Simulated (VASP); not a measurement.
A run of VASP 6.6.1:

The input INCAR:

```
SYSTEM = SmGaC
  PREC = Accurate
  ENCUT = 600
  EDIFF = 1E-7
  ISMEAR = 0
  SIGMA = 0.1
  LREAL = .False.
  LASPH = .True.
  NELM = 200
  ALGO = Normal
  ISIF = 3
  LWAVE = .False.
  LCHARG = .False.
  GGA = PE
  IBRION = 2
  NSW = 100
  EDIFFG = -0.01
  GGA_COMPAT = .False.
  NELMIN = 4
  LMAXMIX = 6
```

File KPOINTS:

```
regular mesh
0
Gamma
  12 12 4
  0 0 0
```

File POSCAR:

```
SmGaC
1.0
    3.5473014667      0.0000000000      0.0000000000
   -1.7736507333      3.0720531850      0.0000000000
    0.0000000000      0.0000000000      8.7276555635
Sm Ga C
2 2 2
Direct
    0.0000000000      0.0000000000      0.0000000000
    0.0000000000      0.0000000000      0.5000000000
    0.3333333333      0.6666666667      0.2500000000
    0.6666666667      0.3333333333      0.7500000000
    0.3333333333      0.6666666667      0.7500000000
    0.6666666667      0.3333333333      0.2500000000
```

Potentials or basis: VASP PAW PBE potentials, release 64 (Sm_3, Ga_d, C), 4f in core.

Launch:

```bash
$ cat potpaw_PBE.64/Sm_3/POTCAR potpaw_PBE.64/Ga_d/POTCAR potpaw_PBE.64/C/POTCAR > POTCAR
$ mpirun -np 1 vasp_std > vasp.out
```

Hardware: 1 thread of Intel(R) Xeon(R) 6975P-C (Granite Rapids), with other jobs on the host.

Problem. How long does it take, and how much memory?

Solution. Wall time 2.8 min on 1 thread of Intel(R) Xeon(R) 6975P-C (Granite Rapids), on a shared host, peak memory 0.38 GiB. Counts: scf iterations 28, k points 57, ion steps 3.
